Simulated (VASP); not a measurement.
# CoO in VASP: further runs

CoO is run at these levels: PBE; tasks: single point.

Program: VASP 6.6.1. These are calculated values, not measurements. Logs are shortened: lines on timing, memory, paths and dates and some standing lists are left out, and cuts for length are marked.

## 1. The cell of the first run

Symmetry: Fm-3m, No. 225, cubic system. The conventional cell has a = 4.263 Å, b = 4.263 Å, c = 4.263 Å, α = 90.00°, β = 90.00°, γ = 90.00°. Co (site symmetry m-3m) has 6 O at 2.13 Å within 2.8 Å. Within 2.8 Å of O (site symmetry m-3m) lie 6 Co at 2.13 Å.

## 2. Single point, PBE, collinear spin, ferromagnetic start

Contents of INCAR:

```
SYSTEM = CoO
PREC     = Accurate       ! precision mode
ENCUT    = 520            ! plane-wave cutoff, eV
EDIFF    = 1E-6           ! SCF threshold, eV
ISMEAR   = 1              ! smearing method
SIGMA    = 0.15           ! smearing width, eV
LREAL    = .FALSE.        ! projectors in reciprocal space
LASPH    = .TRUE.         ! aspherical terms in the spheres
NELM     = 150            ! most SCF steps
ALGO     = Normal         ! electronic algorithm
ISIF     = 2              ! what is computed and relaxed
LWAVE    = .FALSE.        ! write WAVECAR
LCHARG   = .FALSE.        ! write CHGCAR
ISPIN    = 2              ! spin polarisation
MAGMOM   = 3.2 0          ! initial moments
LORBIT   = 11             ! projections on sites
LMAXMIX  = 4              ! l up to which the mixer works
GGA      = PE             ! functional
NBANDS   = 18             ! bands
```

Contents of KPOINTS:

```
regular mesh
0
G
  14 14 14
  0 0 0
```

Contents of POSCAR:

```
CoO
1.0
    0.0000000000      2.1315000000      2.1315000000
    2.1315000000      0.0000000000      2.1315000000
    2.1315000000      2.1315000000      0.0000000000
Co O
1 1
Direct
    0.0000000000      0.0000000000      0.0000000000
    0.5000000000      0.5000000000      0.5000000000
```

Potentials or basis: VASP PAW PBE potentials, release 64 (Co, O).

The run is started by

```console
cat potpaw_PBE.64/Co/POTCAR potpaw_PBE.64/O/POTCAR > POTCAR
mpirun -np 1 vasp_std > vasp.out
```

OUTCAR:

```text
SYSTEM = CoO
   PREC = Accurate
   ENCUT = 520
   EDIFF = 1E-6
   ISMEAR = 1
   LREAL = .FALSE.
   LASPH = .TRUE.
   NELM = 150
   ISIF = 2
   ISPIN = 2
   LORBIT = 11
   GGA = PE

 ion  position               nearest neighbor table
   1  0.000  0.000  0.000-   2 2.13   2 2.13   2 2.13   2 2.13   2 2.13   2 2.13
   2  0.500  0.500  0.500-   1 2.13   1 2.13   1 2.13   1 2.13   1 2.13   1 2.13

  LATTYP: Found a face centered cubic cell.
 ALAT       =     4.2630000000

  Lattice vectors:

 A1 = (   0.0000000000,   2.1315000000,   2.1315000000)
 A2 = (   2.1315000000,   0.0000000000,   2.1315000000)
 A3 = (   2.1315000000,   2.1315000000,   0.0000000000)

Analysis of symmetry for initial positions (statically):
=====================================================================
 Subroutine PRICEL returns:
 Original cell was already a primitive cell.

 Routine SETGRP: Setting up the symmetry group for a
 face centered cubic supercell.

 Subroutine GETGRP returns: Found 48 space group operations
 (whereof 48 operations were pure point group operations)
 out of a pool of 48 trial point group operations.

The static configuration has the point symmetry O_h .

Analysis of symmetry for dynamics (positions and initial velocities):
=====================================================================
 Subroutine PRICEL returns:
 Original cell was already a primitive cell.

 Routine SETGRP: Setting up the symmetry group for a
 face centered cubic supercell.

 Subroutine GETGRP returns: Found 48 space group operations
 (whereof 48 operations were pure point group operations)
 out of a pool of 48 trial point group operations.

The dynamic configuration has the point symmetry O_h .

Analysis of structural, dynamic, and magnetic symmetry:
=====================================================================
 Subroutine PRICEL returns:
 Original cell was already a primitive cell.

 Routine SETGRP: Setting up the symmetry group for a
 face centered cubic supercell.

 Subroutine GETGRP returns: Found 48 space group operations
 (whereof 48 operations were pure point group operations)
 out of a pool of 48 trial point group operations.

The overall configuration has the point symmetry O_h .

 Subroutine INISYM returns: Found 48 space group operations
 (whereof 48 operations are pure point group operations),
 and found     1 'primitive' translations

----------------------------------------------------------------------------------------

                                     Primitive cell

  volume of cell :      19.3681

[... 107 lines left out ...]
     AMIX     =   0.40;   BMIX     =  1.00
     AMIX_MAG =   1.60;   BMIX_MAG =  1.00
  volume/ion in A,a.u.               =       9.68        65.35
  Fermi-wavevector in a.u.,A,eV,Ry     =   1.503407  2.841027 30.752334  2.260233
  Thomas-Fermi vector in A             =   2.614521
   LORBIT       =     11    0 simple, 1 ext, 2 COOP (PROOUT), +10 PAW based schemes
   GGA     = PE    functional components
   LHFCALC =     F    Hartree Fock is set to
   AEXX    =    0.0000 exact exchange contribution
   IVDW    =     0    specifies the selected vdW correction
   LEPSILON=     F    determine dielectric tensor
   LRPA    =     F    only Hartree local field effects (RPA)
 spin polarized calculation
 Methfessel and Paxton  Order N= 1 SIGMA  =   0.15
  energy-cutoff  :      520.00
  volume of cell :       19.37
 maximum number of plane-waves:       544
   NGX = 11   NGY = 11   NGZ = 11

 number of electron      15.0000007 magnetization       2.9394781

 Free energy of the ion-electron system (eV)
  ---------------------------------------------------
  ext. energy  EPLUGINS =         0.00000000
  ---------------------------------------------------
  free energy    TOTEN  =       -13.04395243 eV

  energy without entropy =      -13.04138183  energy(sigma->0) =      -13.04309556

 E-fermi :   7.8679     XC(G=0): -12.3955

 val. band max:        7.8620260431   @ k =  -0.3571   0.4286   0.0714
 cond. band min:       7.8682361618   @ k =   0.4286   0.2143   0.0000
 fundamental gap:      0.0062101186
 Fermi energy:         7.8678506766

 spin component 1

 k-point     1 :       0.0000    0.0000    0.0000
  band No.  band energies     occupation
      1     -12.2895      1.00000
      2       4.5905      1.00000
      3       4.5905      1.00000
      4       4.7748      1.00000
      5       4.7748      1.00000
      6       4.7748      1.00000
[... 493 lines left out ...]
     17      35.8051      0.00000
     18      36.6005      0.00000

 [... further k-points ...]

 spin component 2

 k-point     1 :       0.0000    0.0000    0.0000
  band No.  band energies     occupation
      1     -11.7727      1.00000
      2       5.3519      1.00000
      3       5.3520      1.00000
      4       5.3520      1.00000
      5       6.7773      1.00000
      6       6.7773      1.00000
[... 493 lines left out ...]
     17      36.2891      0.00000
     18      37.3695      0.00000

 [... further k-points ...]
[... 5 lines left out ...]
  --------------------------------------------------------------------------------------
  -------------------------------------------------------------------------------------
  Total       -0.2649718     -0.2649718     -0.2649718      0.0000000     -0.0000000      0.0000000
  in kB      -21.9191789    -21.9191789    -21.9191789      0.0000000     -0.0000000      0.0000000
  external PRESSURE =     -21.9191789 kB  Pullay stress =       0.0000000 kB

 VOLUME and BASIS-vectors are now :
 -----------------------------------------------------------------------------
  energy-cutoff  :      520.00
  volume of cell :       19.37
      direct lattice vectors                 reciprocal lattice vectors
     0.000000000  2.131500000  2.131500000    -0.234576589  0.234576589  0.234576589
     2.131500000  0.000000000  2.131500000     0.234576589 -0.234576589  0.234576589
     2.131500000  2.131500000  0.000000000     0.234576589  0.234576589 -0.234576589

 POSITION                                       TOTAL-FORCE (eV/Angst)
 -----------------------------------------------------------------------------------
      0.00000      0.00000      0.00000         0.000000     -0.000000      0.000000
      2.13150      2.13150      2.13150        -0.000000      0.000000     -0.000000
 -----------------------------------------------------------------------------------
    total drift:                                0.000000     -0.000000     -0.000000

  FREE ENERGIE OF THE ION-ELECTRON SYSTEM (eV)
  ---------------------------------------------------
  free  energy   TOTEN  =       -13.0439524261 eV

  energy  without entropy=      -13.0413818274  energy(sigma->0) =      -13.04309556

 total charge

# of ion       s       p       d       tot
------------------------------------------
    1        0.293   0.355   7.138   7.787
    2        1.556   3.424   0.000   4.979
--------------------------------------------------
tot          1.849   3.778   7.138  12.766

 magnetization (x)

# of ion       s       p       d       tot
------------------------------------------
    1        0.020   0.018   2.542   2.580
    2        0.029   0.280   0.000   0.308
--------------------------------------------------
tot          0.049   0.297   2.542   2.888
```

OSZICAR:

```text
N       E                     dE             d eps       ncg     rms          rms(c)
DAV:   1     0.774724156030E+02    0.77472E+02   -0.67964E+03  7752   0.963E+02
DAV:   2    -0.109436043364E+02   -0.88416E+02   -0.75699E+02  7880   0.220E+02
DAV:   3    -0.157661888353E+02   -0.48226E+01   -0.47367E+01  8548   0.552E+01
DAV:   4    -0.158165024834E+02   -0.50314E-01   -0.50272E-01  9188   0.536E+00
DAV:   5    -0.158176072939E+02   -0.11048E-02   -0.11046E-02  9226   0.786E-01    0.148E+01
DAV:   6    -0.146668922015E+02    0.11507E+01   -0.18401E+01  9570   0.615E+01    0.204E+01
DAV:   7    -0.131449230012E+02    0.15220E+01   -0.87479E+00  9388   0.501E+01    0.819E+00
DAV:   8    -0.130921747050E+02    0.52748E-01   -0.35987E-01 10238   0.785E+00    0.509E+00
DAV:   9    -0.130378082466E+02    0.54366E-01   -0.40272E-01 10564   0.113E+01    0.316E+00
DAV:  10    -0.130550250850E+02   -0.17217E-01   -0.41560E-02  9506   0.272E+00    0.181E+00
DAV:  11    -0.130444929435E+02    0.10532E-01   -0.93928E-02 10618   0.525E+00    0.644E-01
DAV:  12    -0.130440555287E+02    0.43741E-03   -0.73794E-03 10158   0.107E+00    0.150E-01
DAV:  13    -0.130439865892E+02    0.68940E-04   -0.59010E-04  8296   0.186E-01    0.127E-01
DAV:  14    -0.130439489931E+02    0.37596E-04   -0.67558E-05 11156   0.984E-02    0.330E-02
DAV:  15    -0.130439511464E+02   -0.21533E-05   -0.21055E-05 11340   0.890E-02    0.127E-02
DAV:  16    -0.130439526680E+02   -0.15216E-05   -0.45239E-06  7834   0.188E-02    0.122E-02
DAV:  17    -0.130439524261E+02    0.24188E-06   -0.69060E-07  5588   0.905E-03
   1 F= -.13043952E+02 E0= -.13043096E+02  d E =-.257060E-02  mag=     2.9392
```

stdout:

```text
POSCAR found type information on POSCAR CoO
 POSCAR found :  2 types and       2 ions
 scaLAPACK will be used
 LDA part: xc-table for (Slater+PW92), standard interpolation
 POSCAR, INCAR and KPOINTS ok, starting setup
 FFT: planning ... GRIDC
 FFT: planning ... GRID_SOFT
 FFT: planning ... GRID
 WAVECAR not read
 entering main loop
```

It took 53 s on 1 thread of AMD EPYC 9R45 (Zen 5), shared host; peak memory 0.16 GiB.

Results:

| Quantity | Value |
| --- | --- |
| Free energy | -13.0440 eV |
| Pressure | -2.2 GPa |
| Net moment | 2.94 μB per cell |
| Site moments | Co +2.58; O +0.31 μB |
| Valence electrons inside the program's atomic spheres | Co 7.79; O 4.98 |

Caveat: a cell with one magnetic atom can't hold antiferromagnetic order, which such compounds often take; semilocal functionals often make such compounds metallic where correlation or magnetic order opens a gap, which also shifts bond lengths. With open d or f shells a metallic result of PBE can be an artefact of self-interaction; +U or a hybrid may open a gap.

## 3. Single point, PBE, collinear spin, ferromagnetic start

This run uses another cell than the first one, of 10.27 Å³/atom, 1.061 times its volume.

Contents of INCAR:

```
SYSTEM = CoO
PREC = Accurate ; ENCUT = 520
EDIFF = 1E-7 ; ISMEAR = 1
SIGMA = 0.15 ; LREAL = .FALSE.
LASPH = .TRUE. ; NELM = 150
ALGO = Normal ; ISIF = 2
LWAVE = .FALSE. ; LCHARG = .FALSE.
ISPIN = 2 ; MAGMOM = 3.2 0
LORBIT = 11 ; LMAXMIX = 4
GGA = PE ; NBANDS = 18
```

KPOINTS is that of step 2.

Contents of POSCAR:

```
CoO
1.0
    0.0000000000      2.1954450000      2.1315000000
    2.1954450000      0.0000000000      2.1315000000
    2.1954450000      2.1954450000      0.0000000000
Co O
1 1
Direct
    0.0000000000      0.0000000000      0.0000000000
    0.5000000000      0.5000000000      0.5000000000
```

Potentials or basis: VASP PAW PBE potentials, release 64 (Co, O).

The run is started by

```console
cat potpaw_PBE.64/Co/POTCAR potpaw_PBE.64/O/POTCAR > POTCAR
mpirun -np 1 vasp_std > vasp.out
```

Wall time 3 min (1 thread of AMD EPYC 9R14 (Zen 4), shared host); peak memory 0.23 GiB.

Results (log left out):

- Free energy: -12.9966 eV
- Pressure: -10.9 GPa
- Band gap on the k mesh: zero (filled and empty bands overlap)
- Net moment: 3.00 μB per cell
- Site moments: Co +2.62; O +0.32 μB
- Valence electrons inside the program's atomic spheres: Co 7.70; O 4.95

Stress tensor (GPa, compression positive):
```
-10.38   0.00   0.00
  0.00 -10.38   0.00
  0.00   0.00 -11.91
```

Levels at points of the mesh, in eV from the Fermi level:
Spin up:
```
           k point  band 7  band 8  band 9  band 10  band 11  band 12
(0.00, 0.00, 0.00)   -2.82   -2.82   -2.73     0.72    16.69    17.63
(0.50, 0.00, 0.00)   -1.82   -0.11    0.02     4.95     8.79    12.74
(0.50, 0.50, 0.00)   -2.58   -2.25   -2.25     5.51     9.70    11.26
(0.50, 0.00, 0.50)   -2.53   -2.23   -1.93     5.47     9.34    11.51
```
Spin down:
| k point | band 4 | band 5 | band 6 | band 7 | band 8 | band 9 |
| --- | --- | --- | --- | --- | --- | --- |
| (0.00, 0.00, 0.00) | -2.22 | -0.99 | -0.99 | -0.94 | 0.02 | 0.23 |
| (0.50, 0.00, 0.00) | -4.14 | -0.17 | -0.04 | 0.19 | 2.54 | 2.58 |
| (0.50, 0.50, 0.00) | -3.50 | -2.00 | 0.14 | 0.14 | 0.71 | 0.83 |
| (0.50, 0.00, 0.50) | -3.30 | -1.95 | 0.03 | 0.16 | 0.49 | 0.97 |

Caveat: a cell with one magnetic atom can't hold antiferromagnetic order, which such compounds often take; semilocal functionals often make such compounds metallic where correlation or magnetic order opens a gap, which also shifts bond lengths. With open d or f shells a metallic result of PBE can be an artefact of self-interaction; +U or a hybrid may open a gap.
